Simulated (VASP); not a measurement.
# PbS (rocksalt type) (Fm-3m) in VASP: notebook

PbS (rocksalt type) is run at these levels: r2SCAN; tasks: single point.

Program: VASP 6.6.1. These are calculated values, not measurements. Logs are shortened: lines on timing, memory, paths and dates and some standing lists are left out, and cuts for length are marked.

### 1 The cell of the first run

The structure is cubic, space group Fm-3m (No. 225). The conventional cell has a = 5.546 Å, b = 5.546 Å, c = 5.546 Å, α = 90.00°, β = 90.00°, γ = 90.00°. Pb (site symmetry m-3m) has 6 S at 2.77 Å within 3.7 Å. Within 3.7 Å of S (site symmetry m-3m) lie 6 Pb at 2.77 Å.

### 2 Single point, r2SCAN (21.32 Å³/atom)

File POSCAR:

```
PbS
1.0
    0.0000000000      2.7729385555      2.7729385555
    2.7729385555      0.0000000000      2.7729385555
    2.7729385555      2.7729385555      0.0000000000
Pb S
1 1
Direct
    0.0000000000      0.0000000000      0.0000000000
    0.5000000000      0.5000000000      0.5000000000
```

File INCAR.step1:

```
ALGO = Normal ; EDIFF = 1E-4
ENCUT = 520 ; GGA = PE
ISMEAR = -1 ; LASPH = True
LCHARG = False ; LREAL = False
LWAVE = True ; NBANDS = 17
NELM = 100 ; PREC = Accurate
SIGMA = 0.05
```

File INCAR.step2:

```
ALGO = Normal ; EDIFF = 1E-7
ENCUT = 520 ; ISIF = 2
ISMEAR = -1 ; ISTART = 1
LASPH = True ; LCHARG = False
LMIXTAU = True ; LREAL = False
LWAVE = False ; METAGGA = R2SCAN
NBANDS = 17 ; NELM = 100
PREC = Accurate ; SIGMA = 0.05
```

File KPOINTS:

```
k-points
0
Gamma
  12 12 12
```

Potentials or basis: VASP PAW PBE potentials, release 64 (Pb_d, S).

Command:

```bash
$ cat potpaw_PBE.64/Pb_d/POTCAR potpaw_PBE.64/S/POTCAR > POTCAR
$ cp INCAR.step1 INCAR
$ mpirun -np 1 vasp_std > vasp.out
$ cp INCAR.step2 INCAR
$ mpirun -np 1 vasp_std > vasp.out
```

OUTCAR:

```text
EDIFF = 1E-7
   ENCUT = 520
   ISIF = 2
   ISMEAR = -1
   ISTART = 1
   LASPH = True
   LREAL = False
   METAGGA = R2SCAN
   NELM = 100
   PREC = Accurate

 ion  position               nearest neighbor table
   1  0.000  0.000  0.000-   2 2.77   2 2.77   2 2.77   2 2.77   2 2.77   2 2.77
   2  0.500  0.500  0.500-   1 2.77   1 2.77   1 2.77   1 2.77   1 2.77   1 2.77

  LATTYP: Found a face centered cubic cell.
 ALAT       =     5.5458771110

  Lattice vectors:

 A1 = (   0.0000000000,   2.7729385555,   2.7729385555)
 A2 = (   2.7729385555,   0.0000000000,   2.7729385555)
 A3 = (   2.7729385555,   2.7729385555,   0.0000000000)

Analysis of symmetry for initial positions (statically):
=====================================================================
 Subroutine PRICEL returns:
 Original cell was already a primitive cell.

 Routine SETGRP: Setting up the symmetry group for a
 face centered cubic supercell.

 Subroutine GETGRP returns: Found 48 space group operations
 (whereof 48 operations were pure point group operations)
 out of a pool of 48 trial point group operations.

The static configuration has the point symmetry O_h .

Analysis of symmetry for dynamics (positions and initial velocities):
=====================================================================
 Subroutine PRICEL returns:
 Original cell was already a primitive cell.

 Routine SETGRP: Setting up the symmetry group for a
 face centered cubic supercell.

 Subroutine GETGRP returns: Found 48 space group operations
 (whereof 48 operations were pure point group operations)
 out of a pool of 48 trial point group operations.

The dynamic configuration has the point symmetry O_h .

 Subroutine INISYM returns: Found 48 space group operations
 (whereof 48 operations are pure point group operations),
 and found     1 'primitive' translations

----------------------------------------------------------------------------------------

                                     Primitive cell

  volume of cell :      42.6433

  direct lattice vectors                    reciprocal lattice vectors
     0.000000000  2.772938556  2.772938556    -0.180314129  0.180314129  0.180314129
     2.772938556  0.000000000  2.772938556     0.180314129 -0.180314129  0.180314129
     2.772938556  2.772938556  0.000000000     0.180314129  0.180314129 -0.180314129

  length of vectors
     3.921527313  3.921527313  3.921527313     0.312313232  0.312313232  0.312313232

  position of ions in fractional coordinates (direct lattice)
     0.000000000  0.000000000  0.000000000
     0.500000000  0.500000000  0.500000000

  ion indices of the primitive-cell ions
   primitive index   ion index
                 1           1
                 2           2

----------------------------------------------------------------------------------------

 KPOINTS: k-points

Automatic generation of k-mesh.
 Grid dimensions read from file:
 generate k-points for:   12   12   12

 Generating k-lattice:

  Cartesian coordinates                     Fractional coordinates (reciprocal lattice)
    -0.015026177  0.015026177  0.015026177     0.083333333  0.000000000  0.000000000
     0.015026177 -0.015026177  0.015026177     0.000000000  0.083333333  0.000000000
     0.015026177  0.015026177 -0.015026177     0.000000000  0.000000000  0.083333333

  Length of vectors
     0.026026103  0.026026103  0.026026103

  Shift w.r.t. Gamma in fractional coordinates (k-lattice)
     0.000000000  0.000000000  0.000000000

 Subroutine IBZKPT returns following result:
 ===========================================

 Found     72 irreducible k-points:

 Following reciprocal coordinates:
            Coordinates               Weight
  0.000000  0.000000  0.000000      1.000000
  0.083333  0.000000  0.000000      8.000000
  0.166667  0.000000  0.000000      8.000000
  0.250000  0.000000  0.000000      8.000000
  0.333333  0.000000  0.000000      8.000000
  0.416667  0.000000  0.000000      8.000000
[... 16 lines left out ...]
  0.500000  0.166667  0.000000     24.000000
 -0.416667  0.166667  0.000000     24.000000
 [... further k-points ...]
   k-points           NKPTS =     72   k-points in BZ     NKDIM =     72   number of bands    NBANDS=     17
   number of dos      NEDOS =    301   number of ions     NIONS =      2
   total plane-waves  NPLWV =  27000
   dimension x,y,z NGX =    30 NGY =   30 NGZ =   30
   dimension x,y,z NGXF=    60 NGYF=   60 NGZF=   60
   ions per type =               1   1
   NGX,Y,Z   is equivalent  to a cutoff of  12.72, 12.72, 12.72 a.u.
   NGXF,Y,Z  is equivalent  to a cutoff of  25.44, 25.44, 25.44 a.u.
 SYSTEM =  unknown system
   PREC   = accura    normal or accurate (medium, high low for compatibility)
   ISTART =      1    job   : 0-new  1-cont  2-samecut
   ICHARG =      0    charge: 1-file 2-atom 10-const
   ISPIN  =      1    spin polarized calculation?
   LNONCOLLINEAR =      F non collinear calculations
   LSORBIT =      F    spin-orbit coupling
   LASPH  =      T    aspherical Exc in radial PAW
   ENCUT  =  520.0 eV  38.22 Ry    6.18 a.u.   7.29  7.29  7.29*2*pi/ulx,y,z
   NELM   =    100;   NELMIN=  2; NELMDL=  0     # of ELM steps
   EDIFF  = 0.1E-06   stopping-criterion for ELM
   LREAL  =      F    real-space projection
   EDIFFG = 0.1E-05   stopping-criterion for IOM
   NSW    =      0    number of steps for IOM
   IBRION =     -1    ionic relax: 0-MD 1-quasi-New 2-CG
   NFREE  =      0    steps in history (QN), initial steepest desc. (CG)
   ISIF   =      2    stress and relaxation
   ISYM   =      2    0-nonsym 1-usesym 2-fastsym
   POTIM  = 0.5000    time-step for ionic-motion
   TEBEG  =    0.0;   TEEND  =   0.0 temperature during run
   PSTRESS=    0.0 pullay stress
   NELECT =      20.0000    total number of electrons
   NUPDOWN=      -1.0000    fix difference up-down
   EMIN   =  10.00;   EMAX   =-10.00  energy-range for DOS
   EFERMI =   0.00;   METHOD = LEGACY
   ISMEAR =    -1;   SIGMA  =   0.05  broadening in eV -4-tet -1-fermi 0-gaus
   EFERMI_NEDOS =   21; number of points for ismear=-14 and -15
   IALGO  =     38    algorithm
   IMIX   =      4    mixing-type and parameters
     AMIX     =   0.40;   BMIX     =  1.00
     AMIX_MAG =   1.60;   BMIX_MAG =  1.00
  volume/ion in A,a.u.               =      21.32       143.89
  Fermi-wavevector in a.u.,A,eV,Ry     =   1.271944  2.403625 22.012063  1.617841
  Thomas-Fermi vector in A             =   2.404849
   LORBIT       =      0    0 simple, 1 ext, 2 COOP (PROOUT), +10 PAW based schemes
   METAGGA = R2SCAN    functional components
   LHFCALC =     F    Hartree Fock is set to
   AEXX    =    0.0000 exact exchange contribution
   IVDW    =     0    specifies the selected vdW correction
   LEPSILON=     F    determine dielectric tensor
   LRPA    =     F    only Hartree local field effects (RPA)
 non-spin polarized calculation
  energy-cutoff  :      520.00
  volume of cell :       42.64
 maximum number of plane-waves:      1174
 NGX is ok and might be reduce to    30
   NGX = 15   NGY = 15   NGZ = 15

 number of electron      19.9999997 magnetization

 Free energy of the ion-electron system (eV)
  ---------------------------------------------------
  ext. energy  EPLUGINS =         0.00000000
  ---------------------------------------------------
  free energy    TOTEN  =       -65.04072910 eV

  energy without entropy =      -65.04064089  energy(sigma->0) =      -65.04068499

 E-fermi :   8.8743     XC(G=0): -11.3250

 val. band max:        8.7076871773   @ k =   0.5000   0.0000   0.0000
 cond. band min:       9.1241858681   @ k =   0.5000   0.0000   0.0000
 fundamental gap:      0.4164986909
 Fermi energy:         8.8743210000

 k-point     1 :       0.0000    0.0000    0.0000
  band No.  band energies     occupation
      1      -9.2644      2.00000
      2      -9.2644      2.00000
      3      -9.2644      2.00000
      4      -9.2610      2.00000
      5      -9.2610      2.00000
      6      -7.6814      2.00000
[... 9 lines left out ...]
     16      15.2172      0.00000
     17      17.0970      0.00000

 k-point     2 :       0.0833    0.0000    0.0000
  band No.  band energies     occupation
      1      -9.2673      2.00000
      2      -9.2673      2.00000
      3      -9.2644      2.00000
      4      -9.2572      2.00000
      5      -9.2572      2.00000
      6      -7.5992      2.00000
[... 9 lines left out ...]
     16      15.5211      0.00000
     17      17.9121      0.00000

 k-point     3 :       0.1667    0.0000    0.0000
  band No.  band energies     occupation
      1      -9.2822      2.00000
      2      -9.2822      2.00000
      3      -9.2648      2.00000
      4      -9.2395      2.00000
      5      -9.2395      2.00000
      6      -7.3576      2.00000
[... 9 lines left out ...]
     16      15.9809      0.00000
     17      19.5632      0.00000

 k-point     4 :       0.2500    0.0000    0.0000
  band No.  band energies     occupation
      1      -9.3025      2.00000
      2      -9.3025      2.00000
      3      -9.2664      2.00000
      4      -9.2151      2.00000
      5      -9.2151      2.00000
      6      -6.9758      2.00000
[... 9 lines left out ...]
     16      16.6488      0.00000
     17      21.5155      0.00000
[... 343 lines left out ...]
      1      -9.4415      2.00000
      2      -9.2895      2.00000
      3      -9.2701      2.00000
      4      -9.2008      2.00000
      5      -9.1661      2.00000
      6      -5.9935      2.00000
[... 9 lines left out ...]
     16      19.2235      0.00000
     17      21.2431      0.00000

 k-point    23 :       0.5000    0.1667    0.0000
  band No.  band energies     occupation
      1      -9.4432      2.00000
      2      -9.3069      2.00000
      3      -9.2605      2.00000
      4      -9.1963      2.00000
      5      -9.1606      2.00000
      6      -5.6182      2.00000
[... 9 lines left out ...]
     16      19.8329      0.00000
     17      20.2064      0.00000

 k-point    24 :      -0.4167    0.1667    0.0000
  band No.  band energies     occupation
      1      -9.4268      2.00000
      2      -9.3184      2.00000
      3      -9.2538      2.00000
      4      -9.1950      2.00000
      5      -9.1684      2.00000
      6      -5.5646      2.00000
[... 9 lines left out ...]
     16      18.8953      0.00000
     17      21.0617      0.00000

 [... further k-points ...]

------------------------ aborting loop because EDIFF is reached ----------------------------------------

  FORCE on cell =-STRESS in cart. coord.  units (eV):
  Direction    XX          YY          ZZ          XY          YZ          ZX
  --------------------------------------------------------------------------------------
  -------------------------------------------------------------------------------------
  Total        5.4857869      5.4857869      5.4857869      0.0000000     -0.0000000     -0.0000000
  in kB      206.1098664    206.1098664    206.1098664      0.0000000     -0.0000000     -0.0000000
  external PRESSURE =     206.1098664 kB  Pullay stress =       0.0000000 kB

 VOLUME and BASIS-vectors are now :
 -----------------------------------------------------------------------------
  energy-cutoff  :      520.00
  volume of cell :       42.64
      direct lattice vectors                 reciprocal lattice vectors
     0.000000000  2.772938556  2.772938556    -0.180314129  0.180314129  0.180314129
     2.772938556  0.000000000  2.772938556     0.180314129 -0.180314129  0.180314129
     2.772938556  2.772938556  0.000000000     0.180314129  0.180314129 -0.180314129

 POSITION                                       TOTAL-FORCE (eV/Angst)
 -----------------------------------------------------------------------------------
      0.00000      0.00000      0.00000         0.000000      0.000000      0.000000
      2.77294      2.77294      2.77294        -0.000000     -0.000000     -0.000000
 -----------------------------------------------------------------------------------
    total drift:                               -0.000000      0.000000      0.000000

  FREE ENERGIE OF THE ION-ELECTRON SYSTEM (eV)
  ---------------------------------------------------
  free  energy   TOTEN  =       -65.0407291027 eV

  energy  without entropy=      -65.0406408864  energy(sigma->0) =      -65.04068499
```

Wall time 4.5 min (1 thread of Intel Xeon 8259CL, shared host); peak memory 0.2 GiB.

Results:

```
Free energy            : -65.0407 eV
Pressure               : 20.6 GPa
Band gap on the k mesh : 0.42 eV
```

Caveat: the cell stands under pressure; the PAW data sets were made with another functional, which shifts forces and pressure a little; spin-orbit coupling is left out, which moves the levels of the heavy elements. A k mesh can miss the band edges.

### 3 Single point, r2SCAN (23.45 Å³/atom)

This run uses another cell than the first one, of 23.45 Å³/atom.

File POSCAR:

```
PbS
1.0
    0.0000000000      2.8624493322      2.8624493322
    2.8624493322      0.0000000000      2.8624493322
    2.8624493322      2.8624493322      0.0000000000
Pb S
1 1
Direct
    0.0000000000      0.0000000000      0.0000000000
    0.5000000000      0.5000000000      0.5000000000
```

File INCAR.step1:

```
ALGO = Normal ; EDIFF = 1E-4
ENCUT = 520 ; GGA = PE
ISMEAR = -1 ; LASPH = T
LCHARG = F ; LREAL = F
LWAVE = T ; NBANDS = 17
NELM = 100 ; PREC = Accurate
SIGMA = 0.05
```

File INCAR.step2:

```
ALGO = Normal ; EDIFF = 1E-6
ENCUT = 520 ; ISIF = 2
ISMEAR = -1 ; ISTART = 1
LASPH = T ; LCHARG = T
LELF = T ; LMIXTAU = T
LREAL = F ; LVHAR = T
LWAVE = F ; METAGGA = R2SCAN
NBANDS = 17 ; NELM = 100
PREC = Accurate ; SIGMA = 0.05
```

KPOINTS is that of step 2.

Potentials or basis: VASP PAW PBE potentials, release 64 (Pb_d, S).

Command:

```bash
$ cat potpaw_PBE.64/Pb_d/POTCAR potpaw_PBE.64/S/POTCAR > POTCAR
$ cp INCAR.step1 INCAR
$ mpirun -np 1 vasp_std > vasp.out
$ cp INCAR.step2 INCAR
$ mpirun -np 1 vasp_std > vasp.out
```

OUTCAR:

```text
EDIFF = 1E-6
   ENCUT = 520
   ISIF = 2
   ISMEAR = -1
   ISTART = 1
   LASPH = T
   LREAL = F
   METAGGA = R2SCAN
   NELM = 100
   PREC = Accurate

 ion  position               nearest neighbor table
   1  0.000  0.000  0.000-   2 2.86   2 2.86   2 2.86   2 2.86   2 2.86   2 2.86
   2  0.500  0.500  0.500-   1 2.86   1 2.86   1 2.86   1 2.86   1 2.86   1 2.86

  LATTYP: Found a face centered cubic cell.
 ALAT       =     5.7248986644

  Lattice vectors:

[... 667 lines left out ...]

  FORCE on cell =-STRESS in cart. coord.  units (eV):
  Direction    XX          YY          ZZ          XY          YZ          ZX
  --------------------------------------------------------------------------------------
  -------------------------------------------------------------------------------------
  Total        2.8410541      2.8410541      2.8410541     -0.0000000      0.0000000      0.0000000
  in kB       97.0390794     97.0390794     97.0390794     -0.0000000      0.0000000      0.0000000
  external PRESSURE =      97.0390794 kB  Pullay stress =       0.0000000 kB

 VOLUME and BASIS-vectors are now :
 -----------------------------------------------------------------------------
  energy-cutoff  :      520.00
  volume of cell :       46.91
      direct lattice vectors                 reciprocal lattice vectors
     0.000000000  2.862449332  2.862449332    -0.174675581  0.174675581  0.174675581
     2.862449332  0.000000000  2.862449332     0.174675581 -0.174675581  0.174675581
     2.862449332  2.862449332  0.000000000     0.174675581  0.174675581 -0.174675581

 POSITION                                       TOTAL-FORCE (eV/Angst)
 -----------------------------------------------------------------------------------
      0.00000      0.00000      0.00000        -0.000000     -0.000000     -0.000000
      2.86245      2.86245      2.86245         0.000000      0.000000      0.000000
 -----------------------------------------------------------------------------------
    total drift:                               -0.000000      0.000000      0.000000

  FREE ENERGIE OF THE ION-ELECTRON SYSTEM (eV)
  ---------------------------------------------------
  free  energy   TOTEN  =       -65.4356173786 eV

  energy  without entropy=      -65.4353843119  energy(sigma->0) =      -65.43550085
```

OSZICAR.step1:

```text
N       E                     dE             d eps       ncg     rms          rms(c)
DAV:   1     0.159291129872E+03    0.15929E+03   -0.97748E+03  2464   0.127E+03
DAV:   2     0.269348916624E+01   -0.15660E+03   -0.15077E+03  2629   0.321E+02
DAV:   3    -0.868835639779E+01   -0.11382E+02   -0.11268E+02  3202   0.910E+01
DAV:   4    -0.895525547373E+01   -0.26690E+00   -0.26663E+00  3194   0.150E+01
DAV:   5    -0.896482611583E+01   -0.95706E-02   -0.95700E-02  3574   0.274E+00    0.573E+00
DAV:   6    -0.855895865901E+01    0.40587E+00   -0.10501E+00  3846   0.797E+00    0.400E+00
DAV:   7    -0.855613755606E+01    0.28211E-02   -0.14274E-01  3096   0.200E+00    0.203E+00
DAV:   8    -0.855879752211E+01   -0.26600E-02   -0.13313E-02  3014   0.133E+00    0.116E-01
DAV:   9    -0.855870839826E+01    0.89124E-04   -0.16845E-03  3801   0.408E-01    0.110E-01
DAV:  10    -0.855880543268E+01   -0.97034E-04   -0.27047E-04  2849   0.147E-01
   1 F= -.85588054E+01 E0= -.85586643E+01  d E =-.282326E-03
```

Wall time 5.2 min (1 thread of Intel Xeon 8259CL, shared host); peak memory 0.21 GiB.

What came out:

```
Free energy            : -65.4356 eV
Pressure               : 9.7 GPa
Band gap on the k mesh : 0.14 eV
```

Caveat: the cell stands under pressure; the PAW data sets were made with another functional, which shifts forces and pressure a little; spin-orbit coupling is left out, which moves the levels of the heavy elements.
